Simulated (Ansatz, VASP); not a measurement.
# Two plane-wave programs on KF

The input INCAR:

```
SYSTEM = KF
PREC = Accurate
ENCUT = 520
EDIFF = 1E-6
ISMEAR = 0
SIGMA = 0.01
LREAL = .False.
LASPH = .True.
NELM = 60
ALGO = Normal
ISIF = 2
LWAVE = .False.
LCHARG = .False.
GGA = CA
NBANDS = 15
```

The input KPOINTS:

```
regular mesh
0
Gamma
  8 8 8
  0 0 0
```

File POSCAR:

```
KF
1.0
    3.1788706815      0.0000000000      0.0000000000
    0.0000000000      3.1788706815      0.0000000000
    0.0000000000      0.0000000000      3.1788706815
K F
1 1
Direct
    0.0000000000      0.0000000000      0.0000000000
    0.5000000000      0.5000000000      0.5000000000
```

Input for Ansatz:

```yaml
crystal:
  lattice:
    - [3.1788706815, 0.0, 0.0]
    - [0.0, 3.1788706815, 0.0]
    - [0.0, 0.0, 3.1788706815]
  atoms:
    - { symbol: K, position: [0.0, 0.0, 0.0] }
    - { symbol: F, position: [0.5, 0.5, 0.5] }
kpoints:
  mp_grid: { grid: [8, 8, 8] }
hamiltonian:
  xc: lda
scf:
  occupations: { method: fixed }
output:
  optics:
    e_range: [0, 15]
    de: 0.05
    sigma: 0.15
    scissors: 0
    scheme: fermi_dirac
    bands: { spectra_wanted_up_to: 15 }
```

Alike in both runs: task single point; functional LDA; k mesh 8 × 8 × 8; no spin polarisation.

```csv
,VASP,Ansatz
version,VASP 6.6.1,Ansatz 0.2.0
potentials or method,"VASP PAW LDA potentials, release 64 (K_sv, F)","plane waves, PAW"
plane-wave cutoff (eV),520,420
occupations,"gaussian, width 0.01 eV",fixed
valence electrons in the cell,16,16
```

```csv
,VASP,Ansatz,Ansatz less VASP
gap on the k mesh at the Fermi level (eV),6.45,6.46,+0.016
```

LDA's correlation is that of Perdew and Zunger in VASP and of Perdew and Wang (1992) in Ansatz.
